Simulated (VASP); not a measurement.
# Fe (Im-3m) in VASP: further runs

The runs below take Fe through single point, with PBE.

Program: VASP 6.6.1. These are calculated values, not measurements. Logs are shortened: lines on timing, memory, paths and dates and some standing lists are left out, and cuts for length are marked.

## 1. The cell of the first run

The structure is cubic, space group Im-3m (No. 229). Conventional cell: a = 2.870 Å, b = 2.870 Å, c = 2.870 Å, α = 90.00°, β = 90.00°, γ = 90.00°. Fe (site symmetry m-3m) has 14 Fe at 2.49 to 2.87 Å within 3.3 Å.

## 2. Single point, PBE, collinear spin, ferromagnetic start

INCAR

```
SYSTEM = Fe
PREC = Accurate ; ENCUT = 520
EDIFF = 1E-7 ; ISMEAR = 0
SIGMA = 0.05 ; LREAL = .FALSE.
LASPH = .TRUE. ; NELM = 150
ALGO = Normal ; ISIF = 2
LWAVE = .FALSE. ; LCHARG = .FALSE.
ISPIN = 2 ; MAGMOM = 2.55
LORBIT = 11 ; LMAXMIX = 4
GGA = PE ; NBANDS = 14
```

KPOINTS

```
Automatic mesh
0
G
  14 14 14
  0 0 0
```

POSCAR

```
Fe
1.0
   -1.4350019627      1.4350019627      1.4350019627
    1.4350019627     -1.4350019627      1.4350019627
    1.4350019627      1.4350019627     -1.4350019627
Fe
1
Direct
    0.0000000000      0.0000000000      0.0000000000
```

Potentials or basis: VASP PAW PBE potentials, release 64 (Fe).

On the command line:

```console
cat potpaw_PBE.64/Fe/POTCAR > POTCAR
mpirun -np 1 vasp_std > vasp.out
```

OUTCAR:

```text
SYSTEM = Fe
   PREC = Accurate
   ENCUT = 520
   EDIFF = 1E-7
   ISMEAR = 0
   LREAL = .FALSE.
   LASPH = .TRUE.
   NELM = 150
   ISIF = 2
   ISPIN = 2
   LORBIT = 11
   GGA = PE

 ion  position               nearest neighbor table
   1  0.000  0.000  0.000-

  LATTYP: Found a body centered cubic cell.
 ALAT       =     2.8700039254

  Lattice vectors:

 A1 = (  -1.4350019627,   1.4350019627,   1.4350019627)
 A2 = (   1.4350019627,  -1.4350019627,   1.4350019627)
 A3 = (   1.4350019627,   1.4350019627,  -1.4350019627)

Analysis of symmetry for initial positions (statically):
=====================================================================
 Subroutine PRICEL returns:
 Original cell was already a primitive cell.

 Routine SETGRP: Setting up the symmetry group for a
 body centered cubic supercell.

 Subroutine GETGRP returns: Found 48 space group operations
 (whereof 48 operations were pure point group operations)
 out of a pool of 48 trial point group operations.

The static configuration has the point symmetry O_h .

Analysis of symmetry for dynamics (positions and initial velocities):
=====================================================================
 Subroutine PRICEL returns:
 Original cell was already a primitive cell.

 Routine SETGRP: Setting up the symmetry group for a
 body centered cubic supercell.

 Subroutine GETGRP returns: Found 48 space group operations
 (whereof 48 operations were pure point group operations)
 out of a pool of 48 trial point group operations.

The dynamic configuration has the point symmetry O_h .

Analysis of structural, dynamic, and magnetic symmetry:
=====================================================================
 Subroutine PRICEL returns:
 Original cell was already a primitive cell.

 Routine SETGRP: Setting up the symmetry group for a
 body centered cubic supercell.

 Subroutine GETGRP returns: Found 48 space group operations
 (whereof 48 operations were pure point group operations)
 out of a pool of 48 trial point group operations.

The overall configuration has the point symmetry O_h .

 Subroutine INISYM returns: Found 48 space group operations
 (whereof 48 operations are pure point group operations),
 and found     1 'primitive' translations

----------------------------------------------------------------------------------------

                                     Primitive cell

  volume of cell :      11.8200

  direct lattice vectors                    reciprocal lattice vectors
    -1.435001963  1.435001963  1.435001963     0.000000000  0.348431579  0.348431579
     1.435001963 -1.435001963  1.435001963     0.348431579  0.000000000  0.348431579
     1.435001963  1.435001963 -1.435001963     0.348431579  0.348431579  0.000000000

  length of vectors
     2.485496308  2.485496308  2.485496308     0.492756665  0.492756665  0.492756665

  position of ions in fractional coordinates (direct lattice)
     0.000000000  0.000000000  0.000000000

  ion indices of the primitive-cell ions
   primitive index   ion index
                 1           1

----------------------------------------------------------------------------------------

 KPOINTS: Automatic mesh

Automatic generation of k-mesh.
 Grid dimensions read from file:
 generate k-points for:   14   14   14

 Generating k-lattice:

  Cartesian coordinates                     Fractional coordinates (reciprocal lattice)
     0.000000000  0.024887970  0.024887970     0.071428571  0.000000000  0.000000000
     0.024887970  0.000000000  0.024887970     0.000000000  0.071428571  0.000000000
     0.024887970  0.024887970  0.000000000     0.000000000  0.000000000  0.071428571

  Length of vectors
     0.035196905  0.035196905  0.035196905

  Shift w.r.t. Gamma in fractional coordinates (k-lattice)
     0.000000000  0.000000000  0.000000000

 Subroutine IBZKPT returns following result:
 ===========================================

 Found    104 irreducible k-points:

 Following reciprocal coordinates:
            Coordinates               Weight
  0.000000  0.000000  0.000000      1.000000
  0.071429  0.000000  0.000000     12.000000
  0.142857  0.000000  0.000000     12.000000
  0.214286  0.000000  0.000000     12.000000
  0.285714  0.000000  0.000000     12.000000
  0.357143  0.000000  0.000000     12.000000
[... 16 lines left out ...]
  0.285714  0.285714  0.000000     24.000000
  0.357143  0.285714  0.000000     24.000000
 [... further k-points ...]
   k-points           NKPTS =    104   k-points in BZ     NKDIM =    104   number of bands    NBANDS=     14
   number of dos      NEDOS =    301   number of ions     NIONS =      1
   total plane-waves  NPLWV =   5832
   dimension x,y,z NGX =    18 NGY =   18 NGZ =   18
   dimension x,y,z NGXF=    36 NGYF=   36 NGZF=   36
   ions per type =               1
   NGX,Y,Z   is equivalent  to a cutoff of  12.04, 12.04, 12.04 a.u.
   NGXF,Y,Z  is equivalent  to a cutoff of  24.08, 24.08, 24.08 a.u.
 SYSTEM =  Fe
   PREC   = accura    normal or accurate (medium, high low for compatibility)
   ISTART =      0    job   : 0-new  1-cont  2-samecut
   ICHARG =      2    charge: 1-file 2-atom 10-const
   ISPIN  =      2    spin polarized calculation?
   LNONCOLLINEAR =      F non collinear calculations
   LSORBIT =      F    spin-orbit coupling
   LASPH  =      T    aspherical Exc in radial PAW
   ENCUT  =  520.0 eV  38.22 Ry    6.18 a.u.   4.62  4.62  4.62*2*pi/ulx,y,z
   NELM   =    150;   NELMIN=  2; NELMDL= -5     # of ELM steps
   EDIFF  = 0.1E-06   stopping-criterion for ELM
   LREAL  =      F    real-space projection
   EDIFFG = 0.1E-05   stopping-criterion for IOM
   NSW    =      0    number of steps for IOM
   IBRION =     -1    ionic relax: 0-MD 1-quasi-New 2-CG
   NFREE  =      0    steps in history (QN), initial steepest desc. (CG)
   ISIF   =      2    stress and relaxation
   ISYM   =      2    0-nonsym 1-usesym 2-fastsym
   POTIM  = 0.5000    time-step for ionic-motion
   TEBEG  =    0.0;   TEEND  =   0.0 temperature during run
   PSTRESS=    0.0 pullay stress
   NELECT =       8.0000    total number of electrons
   NUPDOWN=      -1.0000    fix difference up-down
   EMIN   =  10.00;   EMAX   =-10.00  energy-range for DOS
   EFERMI =   0.00;   METHOD = LEGACY
   ISMEAR =     0;   SIGMA  =   0.05  broadening in eV -4-tet -1-fermi 0-gaus
   EFERMI_NEDOS =   21; number of points for ismear=-14 and -15
   IALGO  =     38    algorithm
   IMIX   =      4    mixing-type and parameters
     AMIX     =   0.40;   BMIX     =  1.00
     AMIX_MAG =   1.60;   BMIX_MAG =  1.00
  volume/ion in A,a.u.               =      11.82        79.77
  Fermi-wavevector in a.u.,A,eV,Ry     =   1.437360  2.716217 28.109702  2.066005
  Thomas-Fermi vector in A             =   2.556447
   LORBIT       =     11    0 simple, 1 ext, 2 COOP (PROOUT), +10 PAW based schemes
   GGA     = PE    functional components
   LHFCALC =     F    Hartree Fock is set to
   AEXX    =    0.0000 exact exchange contribution
   IVDW    =     0    specifies the selected vdW correction
   LEPSILON=     F    determine dielectric tensor
   LRPA    =     F    only Hartree local field effects (RPA)
 spin polarized calculation
 Gauss-broadening in eV      SIGMA  =   0.05
  energy-cutoff  :      520.00
  volume of cell :       11.82
 maximum number of plane-waves:       333
   NGX =  9   NGY =  9   NGZ =  9

 number of electron       7.9999996 magnetization       2.2272615

 Free energy of the ion-electron system (eV)
  ---------------------------------------------------
  ext. energy  EPLUGINS =         0.00000000
  ---------------------------------------------------
  free energy    TOTEN  =        -8.23403744 eV

  energy without entropy =       -8.23328837  energy(sigma->0) =       -8.23366291

 E-fermi :   5.3749     XC(G=0): -12.8939

 val. band max:        5.3668841062   @ k =  -0.2143   0.3571   0.0714
 cond. band min:       5.4014162683   @ k =  -0.4286   0.4286   0.2857
 fundamental gap:      0.0345321621
 Fermi energy:         5.3749077189

 spin component 1

 k-point     1 :       0.0000    0.0000    0.0000
  band No.  band energies     occupation
      1      -2.7802      1.00000
      2       3.1968      1.00000
      3       3.1968      1.00000
      4       3.1968      1.00000
      5       4.3240      1.00000
      6       4.3240      1.00000
      7      30.0528      0.00000
      8      30.0528      0.00000
      9      30.0528      0.00000
     10      34.8811      0.00000
     11      34.8811      0.00000
     12      36.9745      0.00000
     13      36.9745      0.00000
     14      36.9745      0.00000
[... 375 lines left out ...]
 k-point    24 :       0.3571    0.2857    0.0000
  band No.  band energies     occupation
      1       1.8238      1.00000
      2       2.3055      1.00000
      3       2.6499      1.00000
      4       4.5178      1.00000
      5       4.7042      1.00000
      6      10.9156      0.00000
      7      12.6713      0.00000
      8      15.0115      0.00000
      9      24.0039      0.00000
     10      32.5074      0.00000
     11      34.0436      0.00000
     12      40.6469      0.00000
     13      44.0354      0.00000
     14      47.9547      0.00000

 [... further k-points ...]

 spin component 2

 k-point     1 :       0.0000    0.0000    0.0000
  band No.  band energies     occupation
      1      -2.6142      1.00000
      2       5.1366      1.00000
      3       5.1367      1.00000
      4       5.1367      1.00000
      5       7.1065      0.00000
      6       7.1066      0.00000
      7      29.7926      0.00000
      8      29.7926      0.00000
      9      29.7926      0.00000
     10      35.0756      0.00000
     11      35.0756      0.00000
     12      37.6250      0.00000
     13      37.6250      0.00000
     14      37.6251      0.00000
[... 375 lines left out ...]
 k-point    24 :       0.3571    0.2857    0.0000
  band No.  band energies     occupation
      1       3.3284      1.00000
      2       3.9005      1.00000
      3       4.1337      1.00000
      4       7.0446      0.00000
      5       7.2372      0.00000
      6      12.0367      0.00000
      7      13.7615      0.00000
      8      15.8574      0.00000
      9      24.5267      0.00000
     10      32.6597      0.00000
     11      34.1622      0.00000
     12      41.4754      0.00000
     13      44.5098      0.00000
     14      48.3981      0.00000

 [... further k-points ...]

------------------------ aborting loop because EDIFF is reached ----------------------------------------

  FORCE on cell =-STRESS in cart. coord.  units (eV):
  Direction    XX          YY          ZZ          XY          YZ          ZX
  --------------------------------------------------------------------------------------
  -------------------------------------------------------------------------------------
  Total       -0.5710603     -0.5710603     -0.5710603      0.0000000     -0.0000000     -0.0000000
  in kB      -77.4060749    -77.4060749    -77.4060749      0.0000000     -0.0000000     -0.0000000
  external PRESSURE =     -77.4060749 kB  Pullay stress =       0.0000000 kB

 VOLUME and BASIS-vectors are now :
 -----------------------------------------------------------------------------
  energy-cutoff  :      520.00
  volume of cell :       11.82
      direct lattice vectors                 reciprocal lattice vectors
    -1.435001963  1.435001963  1.435001963     0.000000000  0.348431579  0.348431579
     1.435001963 -1.435001963  1.435001963     0.348431579  0.000000000  0.348431579
     1.435001963  1.435001963 -1.435001963     0.348431579  0.348431579  0.000000000

 POSITION                                       TOTAL-FORCE (eV/Angst)
 -----------------------------------------------------------------------------------
      0.00000      0.00000      0.00000        -0.000000      0.000000     -0.000000
 -----------------------------------------------------------------------------------
    total drift:                                0.000000      0.000000      0.000000

  FREE ENERGIE OF THE ION-ELECTRON SYSTEM (eV)
  ---------------------------------------------------
  free  energy   TOTEN  =        -8.2340374431 eV

  energy  without entropy=       -8.2332883713  energy(sigma->0) =       -8.23366291

 total charge

# of ion       s       p       d       tot
------------------------------------------
    1        0.471   0.505   6.213   7.189

 magnetization (x)

# of ion       s       p       d       tot
------------------------------------------
    1       -0.013  -0.050   2.293   2.230
```

It took 41 s on 1 thread of Intel Xeon 8259CL, shared host; peak memory 0.14 GiB.

Results:

| Quantity | Value |
| --- | --- |
| Free energy | -8.2340 eV |
| Pressure | -7.7 GPa |
| Net moment | 2.23 μB per cell |
| Site moments | Fe +2.23 μB |
| Valence electrons inside the program's atomic spheres | Fe 7.19 |

Levels at points of the mesh, in eV from the Fermi level:
Spin up:
```csv
k point,band 3,band 4,band 5,band 6,band 7,band 8
"(0.00, 0.00, 0.00)",-2.18,-2.18,-1.05,-1.05,24.68,24.68
"(0.50, 0.00, 0.00)",-0.99,-0.88,0.35,0.58,7.05,18.07
"(0.50, 0.50, 0.50)",0.10,0.10,0.10,9.71,9.71,9.71
```
Spin down:
| k point | band 1 | band 2 | band 3 | band 4 | band 5 | band 6 |
| --- | --- | --- | --- | --- | --- | --- |
| (0.00, 0.00, 0.00) | -7.99 | -0.24 | -0.24 | -0.24 | 1.73 | 1.73 |
| (0.50, 0.00, 0.00) | -3.37 | -1.45 | 0.68 | 1.58 | 1.97 | 2.60 |
| (0.50, 0.50, 0.50) | -2.72 | -2.72 | 2.31 | 2.31 | 2.31 | 9.97 |

Caveat: the cell stands under tension.

## 3. Single point, PBE, collinear spin, antiferromagnetic start

This run uses another cell than the first one: it holds 2 atoms, not 1.

INCAR

```
SYSTEM = Fe
PREC = Accurate
ENCUT = 520
EDIFF = 1E-6
ISMEAR = 0
SIGMA = 0.05
LREAL = .FALSE.
LASPH = .TRUE.
NELM = 150
ALGO = Normal
ISIF = 2
LWAVE = .FALSE.
LCHARG = .TRUE.
ISPIN = 2
MAGMOM = 2.5 -2.5
LORBIT = 11
LMAXMIX = 4
GGA = PE
LELF = .TRUE.
LVHAR = .TRUE.
NBANDS = 19
```

KPOINTS

```
Automatic mesh
0
G
  16 16 8
  0 0 0
```

POSCAR

```
Fe
1.0
   -1.4350019627      1.4350019627      1.4350019627
    1.4350019627     -1.4350019627      1.4350019627
    2.8700039254      2.8700039254     -2.8700039254
Fe
2
Direct
    0.0000000000      0.0000000000      0.0000000000
    0.0000000000      0.0000000000      0.5000000000
```

Potentials or basis: VASP PAW PBE potentials, release 64 (Fe).

On the command line:

```console
cat potpaw_PBE.64/Fe/POTCAR > POTCAR
mpirun -np 1 vasp_std > vasp.out
```

Wall time 6.3 min (1 thread of Intel Xeon 8259CL, shared host); peak memory 0.31 GiB.

It converged, with:

```
Free energy                                           : -16.0191 eV
Pressure                                              : -8.3 GPa
Band gap on the k mesh                                : zero (filled and empty bands overlap)
Net moment                                            : 0.00 μB per cell
Site moments                                          : Fe +2.09, -2.09 μB
Valence electrons inside the program's atomic spheres : Fe 7.18
```

Stress tensor (GPa, compression positive):
```
-10.89   6.25   0.00
  6.25 -10.89   0.00
  0.00   0.00  -2.98
```

Levels at points of the mesh, in eV from the Fermi level:
Spin up:
| k point | band 5 | band 6 | band 7 | band 8 | band 9 | band 10 | band 11 | band 12 |
| --- | --- | --- | --- | --- | --- | --- | --- | --- |
| (0.00, 0.00, 0.00) | -1.88 | -1.41 | -1.25 | -0.99 | 0.24 | 1.08 | 1.28 | 1.29 |
| (0.50, 0.00, 0.00) | -1.14 | -1.07 | 0.23 | 0.32 | 0.47 | 1.12 | 1.13 | 1.64 |
| (0.50, 0.50, 0.00) | -0.23 | 0.04 | 0.28 | 0.29 | 0.91 | 0.93 | 1.81 | 7.34 |
| (0.00, 0.00, 0.50) | -1.53 | -1.48 | -1.45 | -1.43 | -1.17 | 0.49 | 0.94 | 1.24 |
| (0.50, 0.00, 0.50) | -1.96 | -1.63 | -1.53 | -0.98 | 0.87 | 1.46 | 2.00 | 3.21 |
| (0.50, 0.50, 0.50) | -2.21 | -1.62 | -0.45 | 0.05 | 0.14 | 1.79 | 4.88 | 5.36 |
Spin down:
```csv
k point,band 6,band 7,band 8,band 9,band 10,band 11
"(0.00, 0.00, 0.00)",-1.41,-1.25,-0.99,0.24,1.08,1.28
"(0.50, 0.00, 0.00)",-1.07,0.23,0.32,0.47,1.12,1.13
"(0.50, 0.50, 0.00)",0.04,0.28,0.29,0.91,0.93,1.81
"(0.00, 0.00, 0.50)",-1.48,-1.45,-1.43,-1.17,0.49,0.94
"(0.50, 0.00, 0.50)",-1.63,-1.53,-0.98,0.87,1.46,2.00
"(0.50, 0.50, 0.50)",-1.62,-0.45,0.05,0.14,1.79,4.88
```

Caveat: the cell stands under tension.
